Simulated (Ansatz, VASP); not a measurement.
# One calculation of KFeAs2, two programs

Contents of INCAR:

```
SYSTEM = KFeAs2
ALGO = Normal
EDIFF = 1E-6
ENCUT = 520
GGA = PE
ISIF = 2
ISMEAR = -1
LASPH = .TRUE.
LCHARG = .FALSE.
LREAL = .FALSE.
LWAVE = .FALSE.
NBANDS = 22
NELM = 80
PREC = Accurate
SIGMA = 0.05
```

The input KPOINTS:

```
k-points
0
G
  9 9 9
  0 0 0
```

Contents of POSCAR:

```
KFeAs2
1.0
   -1.9803680000      1.9803680000      6.3830190000
    1.9803680000     -1.9803680000      6.3830190000
    1.9803680000      1.9803680000     -6.3830190000
As Fe K
2 1 1
Direct
    0.3307380000      0.3307380000      0.0000000000
    0.6692620000      0.6692620000      0.0000000000
    0.2500000000      0.7500000000      0.5000000000
    0.0000000000      0.0000000000      0.0000000000
```

File input.yaml:

```yaml
crystal:
  lattice:
    - [-1.980368, 1.980368, 6.383019]
    - [1.980368, -1.980368, 6.383019]
    - [1.980368, 1.980368, -6.383019]
  atoms:
    - { symbol: As, position: [0.330738, 0.330738, 0.0] }
    - { symbol: As, position: [0.669262, 0.669262, 0.0] }
    - { symbol: Fe, position: [0.25, 0.75, 0.5] }
    - { symbol: K, position: [0.0, 0.0, 0.0] }
hamiltonian:
  xc: pbe
  pseudopotentials: { kind: paw }
kpoints:
  mp_grid: { grid: [9, 9, 9] }
scf:
  occupations: { method: fermi_dirac, width: 0.05 }
output:
  forces: true
  stress: true
  eigenvalues: true
```

Alike in both runs: task single point; functional PBE; k mesh 9 × 9 × 9; occupations fermi-dirac, width 0.05 eV; no spin polarisation.

|  | VASP | Ansatz |
| --- | --- | --- |
| version | VASP 6.6.1 | Ansatz 0.2.0 |
| potentials or method | VASP PAW PBE potentials, release 64 (As, Fe, K_sv) | Ansatz PAW |
| plane-wave cutoff (eV) | 520 | 420 |
| valence electrons in the cell | 27 | 55 |

```csv
,VASP,Ansatz,Ansatz less VASP
gap on the k mesh at the Fermi level (eV),none,none,-
pressure (GPa),0.0,-0.1,-0.06
"traceless stress, the component that is largest in VASP (GPa)",0.06,0.09,+0.038
rms of the force components (eV/Å),0.031,0.033,+0.0015
```

Atom by atom the forces differ by 0.001 eV/Å (rms over components). A gap of «none» marks a metal or a gap that the smearing closes. The functional is the same, so the differences come from potentials, cutoffs and numerics. VASP's potentials hold 27 valence electrons a cell and Ansatz's 55, so a difference there can come from the potentials and not from the codes.
